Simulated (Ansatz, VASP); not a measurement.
## Two plane-wave programs on Sn4Se3

```
CELL_PARAMETERS angstrom
4.20411 0.00000 0.00000
-2.10205 3.64087 0.00000
0.00000 0.00000 25.29792
ATOMIC_POSITIONS crystal
Sn 0.66667 0.33333 0.29630
Sn 0.33333 0.66667 0.43233
Sn 0.00000 0.00000 0.56767
Sn 0.66667 0.33333 0.70370
Se 0.00000 0.00000 0.35825
Se 0.66667 0.33333 0.50000
Se 0.33333 0.66667 0.64175
```

Alike in both runs: task single point; functional PBEsol; k mesh 9 × 9 × 1; occupations gaussian, width 0.05 eV; no spin polarisation.

```csv
,VASP,Ansatz
version,VASP 6.6.1,Ansatz 0.2.0
potentials or method,"VASP PAW PBE potentials, release 64 (Sn_d, Se), cutoff 520 eV","scalar-relativistic, plane waves, PAW"
valence electrons in the cell,74,104
```

VASP gave:

| Quantity | Value |
| --- | --- |
| gap on the k mesh at the Fermi level (eV) | none |
| rms of the force components (eV/Å) | 0.011 |

Problem. Estimate Ansatz's values.

Solution. gap on the k mesh at the Fermi level (eV): none; rms of the force components (eV/Å): 0.007.

VASP's potentials were made for PBE, not for PBEsol. A gap of «none» marks a metal or a gap that the smearing closes. With one functional, cell and mesh, what is left measures potentials, basis and numerics. VASP's potentials hold 74 valence electrons a cell and Ansatz's 104, so a difference there can come from the potentials and not from the codes.
